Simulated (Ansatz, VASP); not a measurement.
# Cd: VASP beside Ansatz

The input INCAR:

```
  PREC = Accurate
  ENCUT = 520
  EDIFF = 1E-6
  ISMEAR = -4
  SIGMA = 0.05
  LREAL = False
  LASPH = True
  NELM = 150
  ALGO = Normal
  ISIF = 2
  LWAVE = False
  LCHARG = False
  ISPIN = 2
  MAGMOM = 0
  LORBIT = 11
  GGA = CA
  NBANDS = 16
```

KPOINTS

```
regular mesh
0
Gamma
  10 10 10
```

File POSCAR:

```
Cd
1.0
    1.6080291515      0.9283960635      2.4492874100
   -1.6080291515      0.9283960635      2.4492874100
    0.0000000000     -1.8567921270      2.4492874100
Cd
1
Direct
    0.0000000000      0.0000000000      0.0000000000
```

The input input.yaml:

```yaml
crystal:
  lattice:
    - [1.6080291515, 0.9283960635, 2.44928741]
    - [-1.6080291515, 0.9283960635, 2.44928741]
    - [0.0, -1.856792127, 2.44928741]
  atoms:
    - { symbol: Cd, position: [0.0, 0.0, 0.0] }
hamiltonian:
  xc: lda
  pseudopotentials: { kind: paw }
kpoints:
  mp_grid: { grid: [10, 10, 10] }
scf:
  occupations: { method: tetrahedron_uncorrected }
output:
  forces: true
  stress: true
  eigenvalues: true
magnetization:
  spin_polarized: true
```

Alike in both runs: task single point; functional LDA; k mesh 10 × 10 × 10; collinear spin.

```csv
,VASP,Ansatz
version,VASP 6.6.1,Ansatz 0.2.0
potentials or method,"VASP PAW LDA potentials, release 64 (Cd)",Ansatz PAW
plane-wave cutoff (eV),520,420
occupations,tetrahedron,tetrahedron-uncorrected
valence electrons in the cell,12,20
```

```tsv
	VASP	Ansatz	Ansatz less VASP
gap on the k mesh at the Fermi level (eV)	none	none	-
pressure (GPa)	-4.4	-4.8	-0.36
traceless stress, the component that is largest in VASP (GPa)	-1.49	-1.50	-0.011
net moment per atom (μB)	0.00	0.00	0.000
```

LDA's correlation is that of Perdew and Zunger in VASP and of Perdew and Wang (1992) in Ansatz. A gap of «none» marks a metal or a gap that the smearing closes. VASP's potentials hold 12 valence electrons a cell and Ansatz's 20, so a difference there can come from the potentials and not from the codes.
